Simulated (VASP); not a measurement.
# CdF2 (P-4m2) in VASP: single point with PBE

Aim: the single point of CdF2 with PBE.

Everything below comes from runs of VASP 6.6.1. Logs are shortened: lines on timing, memory, paths and dates and some standing lists are left out, and cuts for length are marked.

### 1 The cell of the first run

It takes space group P-4m2 (No. 115, tetragonal). Conventional cell: a = 3.781 Å, b = 3.781 Å, c = 3.296 Å, α = 90.00°, β = 90.00°, γ = 90.00°. Cd (site symmetry -4m2) has 8 F at 2.18 to 2.90 Å within 3.0 Å. Within 3.0 Å of F (site symmetry 2mm) lie 4 Cd at 2.18 to 2.90 Å and 4 F at 2.90 Å.

### 2 Single point, PBE (atoms taken out)

INCAR

```
ALGO = Normal
EDIFF = 1E-6
ENCUT = 700
GGA = PE
GGA_COMPAT = F
ISIF = 2
ISMEAR = 0
LASPH = T
LCHARG = F
LREAL = F
LWAVE = F
NBANDS = 24
NELM = 120
PREC = Accurate
SIGMA = 0.02
```

KPOINTS

```
k-points
0
Gamma
  6 6 8
```

POSCAR

```
CdF2
1.0
    3.7806316244      0.0000000000      0.0000000000
    0.0000000000      3.7806316244      0.0000000000
    0.0000000000      0.0000000000      3.2956069518
Cd F
1 2
Direct
    0.0000000000      0.0000000000      0.0000000000
    0.5000000000      0.0000000000      0.3310550482
    0.0000000000      0.5000000000      0.6689449518
```

Potentials or basis: VASP PAW PBE potentials, release 64 (Cd_sv_GW, F).

Started as:

```console
cat potpaw_PBE.64/Cd_sv_GW/POTCAR potpaw_PBE.64/F/POTCAR > POTCAR
mpirun -np 1 vasp_std > vasp.out
```

OUTCAR:

```text
EDIFF = 1E-6
   ENCUT = 700
   GGA = PE
   ISIF = 2
   ISMEAR = 0
   LASPH = T
   LREAL = F
   NELM = 120
   PREC = Accurate

 ion  position               nearest neighbor table
   1  0.000  0.000  0.000-   2 2.18   3 2.18   3 2.18   2 2.18
   2  0.500  0.000  0.331-   1 2.18   1 2.18
   3  0.000  0.500  0.669-   1 2.18   1 2.18

  LATTYP: Found a simple tetragonal cell.
 ALAT       =     3.7806316244
 C/A-ratio  =     0.8717080317

  Lattice vectors:

 A1 = (   3.7806316244,   0.0000000000,   0.0000000000)
 A2 = (   0.0000000000,   3.7806316244,   0.0000000000)
 A3 = (   0.0000000000,   0.0000000000,   3.2956069518)

Analysis of symmetry for initial positions (statically):
=====================================================================
 Subroutine PRICEL returns:
 Original cell was already a primitive cell.

 Routine SETGRP: Setting up the symmetry group for a
 simple tetragonal supercell.

 Subroutine GETGRP returns: Found  8 space group operations
 (whereof  8 operations were pure point group operations)
 out of a pool of 16 trial point group operations.

The static configuration has the point symmetry D_2d.

Analysis of symmetry for dynamics (positions and initial velocities):
=====================================================================
 Subroutine PRICEL returns:
 Original cell was already a primitive cell.

 Routine SETGRP: Setting up the symmetry group for a
 simple tetragonal supercell.

 Subroutine GETGRP returns: Found  8 space group operations
 (whereof  8 operations were pure point group operations)
 out of a pool of 16 trial point group operations.

The dynamic configuration has the point symmetry D_2d.

 Subroutine INISYM returns: Found  8 space group operations
 (whereof  8 operations are pure point group operations),
 and found     1 'primitive' translations

----------------------------------------------------------------------------------------

                                     Primitive cell

  volume of cell :      47.1047

  direct lattice vectors                    reciprocal lattice vectors
     3.780631624  0.000000000  0.000000000     0.264506067  0.000000000  0.000000000
     0.000000000  3.780631624  0.000000000     0.000000000  0.264506067  0.000000000
     0.000000000  0.000000000  3.295606952     0.000000000  0.000000000  0.303434243

  length of vectors
     3.780631624  3.780631624  3.295606952     0.264506067  0.264506067  0.303434243

  position of ions in fractional coordinates (direct lattice)
     0.000000000  0.000000000  0.000000000
     0.500000000  0.000000000  0.331055048
     0.000000000  0.500000000  0.668944952

  ion indices of the primitive-cell ions
   primitive index   ion index
                 1           1
                 2           2
                 3           3

----------------------------------------------------------------------------------------

 KPOINTS: k-points

Automatic generation of k-mesh.
 Grid dimensions read from file:
 generate k-points for:    6    6    8

 Generating k-lattice:

  Cartesian coordinates                     Fractional coordinates (reciprocal lattice)
     0.044084344  0.000000000  0.000000000     0.166666667  0.000000000  0.000000000
     0.000000000  0.044084344  0.000000000     0.000000000  0.166666667  0.000000000
     0.000000000  0.000000000  0.037929280     0.000000000  0.000000000  0.125000000

  Length of vectors
     0.044084344  0.044084344  0.037929280

  Shift w.r.t. Gamma in fractional coordinates (k-lattice)
     0.000000000  0.000000000  0.000000000

 Subroutine IBZKPT returns following result:
 ===========================================

 Found     50 irreducible k-points:

 Following reciprocal coordinates:
            Coordinates               Weight
  0.000000  0.000000  0.000000      1.000000
  0.166667  0.000000  0.000000      4.000000
  0.333333  0.000000  0.000000      4.000000
  0.500000  0.000000  0.000000      2.000000
  0.166667  0.166667  0.000000      4.000000
  0.333333  0.166667  0.000000      8.000000
[... 16 lines left out ...]
  0.333333  0.000000  0.250000      8.000000
  0.500000  0.000000  0.250000      4.000000
 [... further k-points ...]
   k-points           NKPTS =     50   k-points in BZ     NKDIM =     50   number of bands    NBANDS=     24
   number of dos      NEDOS =    301   number of ions     NIONS =      3
   total plane-waves  NPLWV =  36288
   dimension x,y,z NGX =    36 NGY =   36 NGZ =   28
   dimension x,y,z NGXF=    72 NGYF=   72 NGZF=   56
   ions per type =               1   2
   NGX,Y,Z   is equivalent  to a cutoff of  15.83, 15.83, 14.12 a.u.
   NGXF,Y,Z  is equivalent  to a cutoff of  31.66, 31.66, 28.25 a.u.
 SYSTEM =  unknown system
   PREC   = accura    normal or accurate (medium, high low for compatibility)
   ISTART =      0    job   : 0-new  1-cont  2-samecut
   ICHARG =      2    charge: 1-file 2-atom 10-const
   ISPIN  =      1    spin polarized calculation?
   LNONCOLLINEAR =      F non collinear calculations
   LSORBIT =      F    spin-orbit coupling
   LASPH  =      T    aspherical Exc in radial PAW
   ENCUT  =  700.0 eV  51.45 Ry    7.17 a.u.   8.16  8.16  7.11*2*pi/ulx,y,z
   NELM   =    120;   NELMIN=  2; NELMDL= -5     # of ELM steps
   EDIFF  = 0.1E-05   stopping-criterion for ELM
   LREAL  =      F    real-space projection
   EDIFFG = 0.1E-04   stopping-criterion for IOM
   NSW    =      0    number of steps for IOM
   IBRION =     -1    ionic relax: 0-MD 1-quasi-New 2-CG
   NFREE  =      0    steps in history (QN), initial steepest desc. (CG)
   ISIF   =      2    stress and relaxation
   ISYM   =      2    0-nonsym 1-usesym 2-fastsym
   POTIM  = 0.5000    time-step for ionic-motion
   TEBEG  =    0.0;   TEEND  =   0.0 temperature during run
   PSTRESS=    0.0 pullay stress
   NELECT =      34.0000    total number of electrons
   NUPDOWN=      -1.0000    fix difference up-down
   EMIN   =  10.00;   EMAX   =-10.00  energy-range for DOS
   EFERMI =   0.00;   METHOD = LEGACY
   ISMEAR =     0;   SIGMA  =   0.02  broadening in eV -4-tet -1-fermi 0-gaus
   EFERMI_NEDOS =   21; number of points for ismear=-14 and -15
   IALGO  =     38    algorithm
   IMIX   =      4    mixing-type and parameters
     AMIX     =   0.40;   BMIX     =  1.00
     AMIX_MAG =   1.60;   BMIX_MAG =  1.00
  volume/ion in A,a.u.               =      15.70       105.96
  Fermi-wavevector in a.u.,A,eV,Ry     =   1.468520  2.775100 29.341643  2.156550
  Thomas-Fermi vector in A             =   2.584008
   LORBIT       =      0    0 simple, 1 ext, 2 COOP (PROOUT), +10 PAW based schemes
   GGA     = PE    functional components
   LHFCALC =     F    Hartree Fock is set to
   AEXX    =    0.0000 exact exchange contribution
   IVDW    =     0    specifies the selected vdW correction
   LEPSILON=     F    determine dielectric tensor
   LRPA    =     F    only Hartree local field effects (RPA)
 non-spin polarized calculation
 Gauss-broadening in eV      SIGMA  =   0.02
  energy-cutoff  :      700.00
  volume of cell :       47.10
 maximum number of plane-waves:      2011
 NGX is ok and might be reduce to    36
   NGX = 17   NGY = 17   NGZ = 15

 number of electron      33.9999985 magnetization

 Free energy of the ion-electron system (eV)
  ---------------------------------------------------
  ext. energy  EPLUGINS =         0.00000000
  ---------------------------------------------------
  free energy    TOTEN  =       -10.50609148 eV

  energy without entropy =      -10.50609148  energy(sigma->0) =      -10.50609148

 E-fermi :  -0.9797     XC(G=0):  -9.4932

 val. band max:       -1.1306811971   @ k =   0.5000   0.5000   0.5000
 cond. band min:       1.5030948389   @ k =   0.0000   0.0000   0.0000
 fundamental gap:      2.6337760361
 Fermi energy:        -0.9797121754

 k-point     1 :       0.0000    0.0000    0.0000
  band No.  band energies     occupation
      1     -99.8527      2.00000
      2     -60.9946      2.00000
      3     -60.9158      2.00000
      4     -60.9158      2.00000
      5     -21.1747      2.00000
      6     -20.7346      2.00000
[... 16 lines left out ...]
     23      17.7157      0.00000
     24      20.1228      0.00000

 k-point     2 :       0.1667    0.0000    0.0000
  band No.  band energies     occupation
      1     -99.8527      2.00000
      2     -60.9946      2.00000
      3     -60.9162      2.00000
      4     -60.9158      2.00000
      5     -21.1373      2.00000
      6     -20.7553      2.00000
[... 16 lines left out ...]
     23      17.3968      0.00000
     24      18.7972      0.00000

 k-point     3 :       0.3333    0.0000    0.0000
  band No.  band energies     occupation
      1     -99.8527      2.00000
      2     -60.9945      2.00000
      3     -60.9170      2.00000
      4     -60.9158      2.00000
      5     -21.0417      2.00000
      6     -20.8175      2.00000
[... 16 lines left out ...]
     23      16.9195      0.00000
     24      17.4939      0.00000

 k-point     4 :       0.5000    0.0000    0.0000
  band No.  band energies     occupation
      1     -99.8527      2.00000
      2     -60.9945      2.00000
      3     -60.9174      2.00000
      4     -60.9158      2.00000
      5     -20.9454      2.00000
      6     -20.8971      2.00000
[... 16 lines left out ...]
     23      17.0025      0.00000
     24      18.2685      0.00000

 k-point     5 :       0.1667    0.1667    0.0000
  band No.  band energies     occupation
      1     -99.8527      2.00000
      2     -60.9945      2.00000
      3     -60.9162      2.00000
      4     -60.9162      2.00000
      5     -21.1033      2.00000
      6     -20.7720      2.00000
[... 16 lines left out ...]
     23      16.7182      0.00000
     24      18.7155      0.00000

 k-point     6 :       0.3333    0.1667    0.0000
  band No.  band energies     occupation
      1     -99.8527      2.00000
      2     -60.9945      2.00000
      3     -60.9170      2.00000
      4     -60.9162      2.00000
      5     -21.0169      2.00000
      6     -20.8235      2.00000
[... 16 lines left out ...]
     23      17.2788      0.00000
     24      18.4254      0.00000
[... 379 lines left out ...]
 k-point    21 :       0.0000    0.0000    0.2500
  band No.  band energies     occupation
      1     -99.8525      2.00000
      2     -60.9991      2.00000
      3     -60.9155      2.00000
      4     -60.9155      2.00000
      5     -21.0951      2.00000
      6     -20.7297      2.00000
[... 16 lines left out ...]
     23      17.5776      0.00000
     24      18.9717      0.00000

 k-point    22 :       0.1667    0.0000    0.2500
  band No.  band energies     occupation
      1     -99.8525      2.00000
      2     -60.9991      2.00000
      3     -60.9159      2.00000
      4     -60.9155      2.00000
      5     -21.0650      2.00000
      6     -20.7480      2.00000
[... 16 lines left out ...]
     23      17.2113      0.00000
     24      18.2999      0.00000

 k-point    23 :       0.3333    0.0000    0.2500
  band No.  band energies     occupation
      1     -99.8525      2.00000
      2     -60.9990      2.00000
      3     -60.9167      2.00000
      4     -60.9154      2.00000
      5     -20.9869      2.00000
      6     -20.8023      2.00000
[... 16 lines left out ...]
     23      16.6734      0.00000
     24      17.3123      0.00000

 k-point    24 :       0.5000    0.0000    0.2500
  band No.  band energies     occupation
      1     -99.8525      2.00000
      2     -60.9990      2.00000
      3     -60.9170      2.00000
      4     -60.9154      2.00000
      5     -20.9021      2.00000
      6     -20.8752      2.00000
[... 16 lines left out ...]
     23      16.8753      0.00000
     24      17.7092      0.00000

 [... further k-points ...]

------------------------ aborting loop because EDIFF is reached ----------------------------------------

  FORCE on cell =-STRESS in cart. coord.  units (eV):
  Direction    XX          YY          ZZ          XY          YZ          ZX
  --------------------------------------------------------------------------------------
  -------------------------------------------------------------------------------------
  Total       -0.0703150     -0.0703150     -0.1115273      0.0000000      0.0000000      0.0000000
  in kB       -2.3916333     -2.3916333     -3.7933906      0.0000000      0.0000000      0.0000000
  external PRESSURE =      -2.8588857 kB  Pullay stress =       0.0000000 kB

 VOLUME and BASIS-vectors are now :
 -----------------------------------------------------------------------------
  energy-cutoff  :      700.00
  volume of cell :       47.10
      direct lattice vectors                 reciprocal lattice vectors
     3.780631624  0.000000000  0.000000000     0.264506067  0.000000000  0.000000000
     0.000000000  3.780631624  0.000000000     0.000000000  0.264506067  0.000000000
     0.000000000  0.000000000  3.295606952     0.000000000  0.000000000  0.303434243

 POSITION                                       TOTAL-FORCE (eV/Angst)
 -----------------------------------------------------------------------------------
      0.00000      0.00000      0.00000         0.000000     -0.000000      0.000000
      1.89032      0.00000      1.09103        -0.000000      0.000000      0.015455
      0.00000      1.89032      2.20458        -0.000000     -0.000000     -0.015455
 -----------------------------------------------------------------------------------
    total drift:                                0.000000     -0.000000     -0.000000

  FREE ENERGIE OF THE ION-ELECTRON SYSTEM (eV)
  ---------------------------------------------------
  free  energy   TOTEN  =       -10.5060914843 eV

  energy  without entropy=      -10.5060914843  energy(sigma->0) =      -10.50609148
```

It took 48 s on 1 thread of AMD EPYC 9R45 (Zen 5), shared host; peak memory 0.22 GiB.

Results:

- Free energy: -10.5061 eV
- Pressure: -0.3 GPa
- Largest force: 0.015 eV/Å
- Band gap on the k mesh: 2.63 eV (least direct gap 2.75 eV)

Forces on the atoms (eV/Å):
```
Cd   0.000  0.000  0.000
F    0.000  0.000  0.015
F    0.000  0.000 -0.015
```

Stress tensor (GPa, compression positive):
```
-0.24  0.00  0.00
 0.00 -0.24  0.00
 0.00  0.00 -0.38
```

Levels at points of the mesh, in eV from the valence-band top:
```
           k point  band 15  band 16  band 17  band 18  band 19  band 20
(0.00, 0.00, 0.00)    -0.32    -0.12    -0.12     2.63    12.23    12.94
(0.50, 0.00, 0.00)    -0.71    -0.46    -0.40     5.60     8.31    14.21
(0.50, 0.50, 0.00)    -0.69    -0.22    -0.04     7.77     9.08     9.08
(0.00, 0.00, 0.50)    -0.45    -0.42    -0.42     6.91     7.58    13.50
(0.50, 0.00, 0.50)    -0.42    -0.39    -0.29     6.80     9.52    10.22
(0.50, 0.50, 0.50)    -1.80    -1.24     0.00     7.86    10.53    12.00
```

Caveat: the cell differs from its parent crystal (atoms taken out).
